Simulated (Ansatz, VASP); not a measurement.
## TaN in VASP and in Ansatz

Contents of INCAR:

```
SYSTEM = TaN
PREC = Accurate
ENCUT = 520
EDIFF = 1E-7
ISMEAR = 0
SIGMA = 0.15
LREAL = .False.
LASPH = .True.
NELM = 80
ALGO = Normal
ISIF = 2
LWAVE = .False.
LCHARG = .False.
GGA = PE
NBANDS = 24
```

File KPOINTS:

```
Automatic mesh
0
Gamma
  18 18 10
  0 0 0
```

Contents of POSCAR:

```
TaN
1.0
    2.8041618203      0.0000000000      0.0000000000
   -1.4020809101      2.4284753727      0.0000000000
    0.0000000000      0.0000000000      5.1147200000
Ta N
2 2
Direct
    0.0000000000      0.0000000000      0.0000000000
    0.0000000000      0.0000000000      0.5000000000
    0.3333333333      0.6666666667      0.2500000000
    0.6666666667      0.3333333333      0.7500000000
```

Input for Ansatz:

```yaml
crystal:
  lattice:
    - [2.8041618203, 0.0, 0.0]
    - [-1.4020809101, 2.4284753727, 0.0]
    - [0.0, 0.0, 5.11472]
  atoms:
    - { symbol: Ta, position: [0.0, 0.0, 0.0] }
    - { symbol: Ta, position: [0.0, 0.0, 0.5] }
    - { symbol: "N", position: [0.3333333333, 0.6666666667, 0.25] }
    - { symbol: "N", position: [0.6666666667, 0.3333333333, 0.75] }
basis:
  ecutwfc: 420
kpoints:
  mp_grid: { grid: [18, 18, 10] }
hamiltonian:
  xc: pbe
scf:
  occupations: { method: gaussian, width: 0.15 }
output:
  forces: true
  stress: true
  eigenvalues: true
```

Change from the starting cell: strain -0.080 along x and y, +0.040 along z, atoms carried along.

Alike in both runs: task single point; functional PBE; k mesh 18 × 18 × 10; occupations gaussian, width 0.15 eV; no spin polarisation.

|  | VASP | Ansatz |
| --- | --- | --- |
| version | VASP 6.6.1 | Ansatz 0.2.0 |
| potentials or method | VASP PAW PBE potentials, release 64 (Ta_pv, N), cutoff 520 eV | scalar-relativistic, plane waves, PAW |
| valence electrons in the cell | 32 | 36 |

VASP gave:

| Item | Value |
| --- | --- |
| gap on the k mesh at the Fermi level (eV) | none |
| pressure (GPa) | 132.5 |
| traceless stress, the component that is largest in VASP (GPa) | 63.19 |

Question: Estimate Ansatz's values.

Answer: gap on the k mesh at the Fermi level (eV): none; pressure (GPa): 129.9; traceless stress, the component that is largest in VASP (GPa): 62.83.

A gap of «none» marks a metal or a gap that the smearing closes. Both programs put the cell under a high pressure, so it lies far from rest at this level. The functional is the same, so the differences come from potentials, cutoffs and numerics. VASP's potentials hold 32 valence electrons a cell and Ansatz's 36, so a difference there can come from the potentials and not from the codes.

Spin-orbit coupling is off throughout. Noted on VASP's run: the cell as given lies far from equilibrium.
